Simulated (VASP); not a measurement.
Here is a VASP 6.6.1 calculation.

File INCAR:

```
SYSTEM = Cu
PREC = Accurate
ENCUT = 520
EDIFF = 1E-6
ISMEAR = -1
SIGMA = 0.05
LREAL = Auto
LASPH = .True.
NELM = 100
ALGO = Normal
ISIF = 2
LWAVE = .False.
LCHARG = .False.
GGA = PE
NBANDS = 102
```

Contents of KPOINTS:

```
regular mesh
0
Gamma
  2 3 1
  0 0 0
```

Contents of POSCAR:

```
Cu
1.0
    7.2200000000      0.0000000000      0.0000000000
    0.0000000000      5.1053110000      0.0000000000
    0.0000000000      0.0000000000     16.8289830000
Cu
16
Direct
    0.2500000000      0.2499945645      0.0594212972
    0.7500000000      0.2499945645      0.0594212972
    0.2500000000      0.7500032809      0.0594212972
    0.7500000000      0.7500032809      0.0594212972
    0.0158171745     -0.0034865653      0.1272982449
    0.5014265928     -0.0068751933      0.1236081824
   -0.0017313019      0.5247280724      0.1281360852
    0.4784626039      0.4898428323      0.1300732195
    0.2303462604      0.2713252924      0.2297583877
    0.7640304709      0.2606697222      0.2086222323
    0.2296814404      0.7729401794      0.2241549593
    0.7308587258      0.7763875697      0.2102563179
   -0.0304570637     -0.0273636611      0.2932916386
    0.4962326870      0.0307718766      0.2841764116
   -0.0229916898      0.5000870662      0.2938383145
    0.5248060942      0.5463917869      0.2853529533
```

Potentials or basis: VASP PAW PBE potentials, release 64 (Cu).

The run is started by

```sh
$ cat potpaw_PBE.64/Cu/POTCAR > POTCAR
$ mpirun -np 1 vasp_std > vasp.out
```

(1) Estimate the band gap on the k mesh.

(2) Estimate the largest force.

Answers

(1) zero (bands 88 and 89 overlap by 0.40 eV).

(2) 1.135 eV/Å.

Caveat: the k points lie up to 0.44 Å⁻¹ apart; there is no dipole correction, which matters where the two faces differ.
